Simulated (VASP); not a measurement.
# TiSi3W (P6/mmm) in VASP: further runs, part 2 of 2

VASP 6.6.1. Earlier steps stand in the parts before.

**3. Relaxation of cell and atoms, PBE**

This run uses another cell than the first one, of 20.46 Å³/atom.

File INCAR:

```
SYSTEM = TiSi3W
ALGO = Normal
EDIFF = 1E-6
EDIFFG = -0.04
ENCUT = 600
GGA = PE
IBRION = 2
ISIF = 3
ISMEAR = 0
LASPH = .TRUE.
LCHARG = .FALSE.
LREAL = .FALSE.
LWAVE = .FALSE.
NELM = 60
NSW = 90
PREC = Accurate
SIGMA = 0.1
```

File KPOINTS:

```
k-points
0
G
  6 6 4
  0 0 0
```

File POSCAR:

```
TiSi3W
1.0
    4.9257801847      0.0000000000      0.0000000000
   -2.4628900923      4.2658507734      0.0000000000
    0.0000000000      0.0000000000      4.8688485128
Ti Si W
1 3 1
Direct
    0.0000000000      0.0000000000      0.5000000000
    0.5000000000      0.0000000000      0.5000000000
    0.0000000000      0.5000000000      0.5000000000
    0.5000000000      0.5000000000      0.5000000000
    0.0000000000      0.0000000000      0.0000000000
```

Potentials or basis: VASP PAW PBE potentials, release 64 (Ti_sv, Si, W_sv).

Run with:

```
$ cat potpaw_PBE.64/Ti_sv/POTCAR potpaw_PBE.64/Si/POTCAR potpaw_PBE.64/W_sv/POTCAR > POTCAR
$ mpirun -np 1 vasp_std > vasp.out
```

OUTCAR:

```text
SYSTEM = TiSi3W
   EDIFF = 1E-6
   EDIFFG = -0.04
   ENCUT = 600
   GGA = PE
   IBRION = 2
   ISIF = 3
   ISMEAR = 0
   LASPH = .TRUE.
   LREAL = .FALSE.
   NELM = 60
   NSW = 90
   PREC = Accurate

 ion  position               nearest neighbor table
   1  0.000  0.000  0.500-   5 2.43   5 2.43   3 2.46   3 2.46   2 2.46   2 2.46   4 2.46   4 2.46

   2  0.500  0.000  0.500-   4 2.46   4 2.46   1 2.46   1 2.46   3 2.46   3 2.46
   3  0.000  0.500  0.500-   1 2.46   1 2.46   4 2.46   4 2.46   2 2.46   2 2.46
   4  0.500  0.500  0.500-   2 2.46   2 2.46   3 2.46   3 2.46   1 2.46   1 2.46
   5  0.000  0.000  0.000-   1 2.43   1 2.43

  LATTYP: Found a hexagonal cell.
 ALAT       =     4.9257801847
 C/A-ratio  =     0.9884421006

  Lattice vectors:

 A1 = (   4.9257801847,   0.0000000000,   0.0000000000)
 A2 = (  -2.4628900923,   4.2658507734,   0.0000000000)
 A3 = (   0.0000000000,   0.0000000000,   4.8688485128)

Analysis of symmetry for initial positions (statically):
=====================================================================
 Subroutine PRICEL returns:
 Original cell was already a primitive cell.

 Routine SETGRP: Setting up the symmetry group for a
 hexagonal supercell.

 Subroutine GETGRP returns: Found 24 space group operations
 (whereof 24 operations were pure point group operations)
 out of a pool of 24 trial point group operations.

The static configuration has the point symmetry D_6h.

Analysis of symmetry for dynamics (positions and initial velocities):
=====================================================================
 Subroutine PRICEL returns:
 Original cell was already a primitive cell.

 Routine SETGRP: Setting up the symmetry group for a
 hexagonal supercell.

 Subroutine GETGRP returns: Found 24 space group operations
 (whereof 24 operations were pure point group operations)
 out of a pool of 24 trial point group operations.

The dynamic configuration has the point symmetry D_6h.

[... 108 lines left out ...]
   POTIM  = 0.5000    time-step for ionic-motion
   TEBEG  =    0.0;   TEEND  =   0.0 temperature during run
   PSTRESS=    0.0 pullay stress
   NELECT =      38.0000    total number of electrons
   NUPDOWN=      -1.0000    fix difference up-down
   EMIN   =  10.00;   EMAX   =-10.00  energy-range for DOS
   EFERMI =   0.00;   METHOD = LEGACY
   ISMEAR =     0;   SIGMA  =   0.10  broadening in eV -4-tet -1-fermi 0-gaus
   EFERMI_NEDOS =   21; number of points for ismear=-14 and -15
   IALGO  =     38    algorithm
   IMIX   =      4    mixing-type and parameters
     AMIX     =   0.40;   BMIX     =  1.00
     AMIX_MAG =   1.60;   BMIX_MAG =  1.00
  volume/ion in A,a.u.               =      20.46       138.08
  Fermi-wavevector in a.u.,A,eV,Ry     =   1.176794  2.223818 18.841942  1.384844
  Thomas-Fermi vector in A             =   2.313152
   LORBIT       =      0    0 simple, 1 ext, 2 COOP (PROOUT), +10 PAW based schemes
   GGA     = PE    functional components
   LHFCALC =     F    Hartree Fock is set to
   AEXX    =    0.0000 exact exchange contribution
   IVDW    =     0    specifies the selected vdW correction
   LEPSILON=     F    determine dielectric tensor
   LRPA    =     F    only Hartree local field effects (RPA)
 conjugate gradient relaxation of ions
 non-spin polarized calculation
 Gauss-broadening in eV      SIGMA  =   0.10
  energy-cutoff  :      600.00
  volume of cell :      102.31
 maximum number of plane-waves:      3452
 NGX is ok and might be reduce to    40
   NGX = 19   NGY = 19   NGZ = 19

--------------------------------------- Ionic step        1  -------------------------------------------

 number of electron      38.0000003 magnetization

 Free energy of the ion-electron system (eV)
  ---------------------------------------------------
  ext. energy  EPLUGINS =         0.00000000
  ---------------------------------------------------
  free energy    TOTEN  =       -31.31712578 eV

  energy without entropy =      -31.28510530  energy(sigma->0) =      -31.30111554

------------------------ aborting loop because EDIFF is reached ----------------------------------------

  FORCE on cell =-STRESS in cart. coord.  units (eV):
  Direction    XX          YY          ZZ          XY          YZ          ZX
  --------------------------------------------------------------------------------------
  -------------------------------------------------------------------------------------
  Total        1.0490716      1.0490716     -4.3581528      0.0000000     -0.0000000      0.0000000
  in kB       16.4289105     16.4289105    -68.2505385      0.0000000     -0.0000000      0.0000000
  external PRESSURE =     -11.7975725 kB  Pullay stress =       0.0000000 kB
[... 143 lines left out ...]
--------------------------------------- Ionic step        5  -------------------------------------------

 number of electron      38.0000003 magnetization

 Free energy of the ion-electron system (eV)
  ---------------------------------------------------
  ext. energy  EPLUGINS =         0.00000000
  ---------------------------------------------------
  free energy    TOTEN  =       -31.42420690 eV

  energy without entropy =      -31.39560060  energy(sigma->0) =      -31.40990375

 E-fermi :   6.7535     XC(G=0): -10.2170

 val. band max:        6.7389291560   @ k =   0.5000   0.0000   0.5000
 cond. band min:       6.7725941997   @ k =   0.3333   0.1667   0.5000
 fundamental gap:      0.0336650437
 Fermi energy:         6.7535188505

 k-point     1 :       0.0000    0.0000    0.0000
  band No.  band energies     occupation
      1     -67.5722      2.00000
      2     -49.3949      2.00000
      3     -32.1395      2.00000
      4     -31.7362      2.00000
      5     -31.7362      2.00000
      6     -25.8114      2.00000
[... 567 lines left out ...]
  FREE ENERGIE OF THE ION-ELECTRON SYSTEM (eV)
  ---------------------------------------------------
  free  energy   TOTEN  =       -31.4242069021 eV

  energy  without entropy=      -31.3956005995  energy(sigma->0) =      -31.40990375

 reached required accuracy - stopping structural energy minimisation
```

OSZICAR:

```text
N       E                     dE             d eps       ncg     rms          rms(c)
DAV:   1     0.358288672036E+03    0.35829E+03   -0.19648E+04   966   0.181E+03
[... 45 lines left out ...]
DAV:   3    -0.314246535932E+02    0.41419E-02   -0.29040E-02  1369   0.760E-01    0.163E-01
DAV:   4    -0.314243565541E+02    0.29704E-03   -0.67294E-03  1245   0.468E-01    0.152E-01
DAV:   5    -0.314240979767E+02    0.25858E-03   -0.24148E-03  1301   0.328E-01    0.692E-02
DAV:   6    -0.314241611779E+02   -0.63201E-04   -0.22903E-04  1372   0.874E-02    0.416E-02
DAV:   7    -0.314242032957E+02   -0.42118E-04   -0.12519E-04  1423   0.442E-02    0.162E-02
DAV:   8    -0.314242068633E+02   -0.35677E-05   -0.16993E-05  1303   0.255E-02    0.182E-03
DAV:   9    -0.314242069021E+02   -0.38733E-07   -0.17648E-06   984   0.565E-03
   5 F= -.31424207E+02 E0= -.31409904E+02  d E =-.235619E-02
```

Wall time 2.7 min (1 thread of AMD EPYC 7R13 (Zen 3), shared host); peak memory 0.26 GiB.

Results:

```yaml
Free_energy: -31.4242 eV
Relaxed_volume: 19.82 Å³/atom
Relaxed_cell: a = 4.959 Å, b = 4.959 Å, c = 4.652 Å, α = 90.00°, β = 90.00°, γ = 120.00°
Space_group_after_relaxing_to_0.1_Å: P6/mmm (No. 191)
Energy_gained_by_relaxing: 21.4 meV/atom
Ionic_steps: 5
Pressure_after_relaxing: 0.0 GPa
Band_gap_on_the_k_mesh: zero (bands 19 and 20 overlap by 0.89 eV)
```

The path:
| step | energy change (eV) | largest force (eV/Å) | pressure (GPa) | volume (Å³) |
| --- | --- | --- | --- | --- |
| 1 | 0.0000 | 0.0000 | -1.18 | 102.31 |
| 2 | -0.1047 | 0.0000 | -0.80 | 100.00 |
| 3 | -0.1047 | 0.0000 | -0.79 | 100.00 |
| 4 | -0.1061 | 0.0000 | 0.53 | 98.51 |
| 5 | -0.1071 | 0.0000 | 0.01 | 99.09 |

Final structure:
```yaml
crystal:
  lattice:
    - [4.95941, 0.00000, 0.00000]
    - [-2.47971, 4.29498, 0.00000]
    - [0.00000, 0.00000, 4.65207]
  atoms:
    - { symbol: Ti, position: [0.00000, 0.00000, 0.50000] }
    - { symbol: Si, position: [0.50000, 0.00000, 0.50000] }
    - { symbol: Si, position: [0.00000, 0.50000, 0.50000] }
    - { symbol: Si, position: [0.50000, 0.50000, 0.50000] }
    - { symbol: W, position: [0.00000, 0.00000, 0.00000] }
```

Caveat: spin-orbit coupling is left out, which moves the levels of the heavy elements.

The gap in the log of VASP goes by the Fermi energy; the results here count the filled bands.